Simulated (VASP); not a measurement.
Write the native input for VASP 6.6.1 that does the following.

```yaml
Task: single point
Functional: PBE
Potentials_or_basis: VASP PAW PBE potentials, release 64 (Al, B, Sb)
Cutoff: 520 eV
k_mesh: 12 × 12 × 4
Occupations: gaussian, width 0.1 eV
Spin: no spin polarisation
Dipole_correction: no
Further_INCAR_settings: ALGO = Normal; EDIFF = 1e-07; NBANDS = 19
```

The structure of Al3B2Sb lies in POSCAR:

```
Al3B2Sb
1.0
    2.6551924713     -1.5319011907      0.0220568645
    2.6551924713      1.5319011907      0.0220568645
   -1.8969094854      0.0000000000     10.8999973992
Al B Sb
3 2 1
Direct
    0.9498786697      0.9498786697      0.8610192378
    0.0547588005      0.0547588005      0.1662818493
    0.4559327132      0.4559327132      0.3671237938
    0.6696602646      0.6696602646      0.0157054407
    0.3319295625      0.3319295625      0.0029295428
    0.5442949346      0.5442949346      0.6369401355
```

The input as run:

INCAR

```
ALGO = Normal
EDIFF = 1E-7
ENCUT = 520
GGA = PE
ISIF = 2
ISMEAR = 0
LASPH = True
LCHARG = False
LREAL = False
LWAVE = False
NBANDS = 19
NELM = 60
PREC = Accurate
SIGMA = 0.1
```

KPOINTS

```
k-points
0
Gamma
  12 12 4
```

Potentials or basis: VASP PAW PBE potentials, release 64 (Al, B, Sb).

Run with:

```console
$ cat potpaw_PBE.64/Al/POTCAR potpaw_PBE.64/B/POTCAR potpaw_PBE.64/Sb/POTCAR > POTCAR
$ mpirun -np 1 vasp_std > vasp.out
```

Results of the run:

```json
{
  "Pressure": "0.0 GPa",
  "Largest force": "0.016 eV/Å",
  "Band gap on the k mesh": "zero (band 10 reaches 12.27 eV, above the bottom of band 11 at 6.91 eV)"
}
```

Caveat: spin-orbit coupling is left out, which moves the levels of the heavy elements.

It took 3.2 min on 1 thread of Intel(R) Xeon(R) 6975P-C (Granite Rapids), with other jobs on the host, peak memory 0.4 GiB.
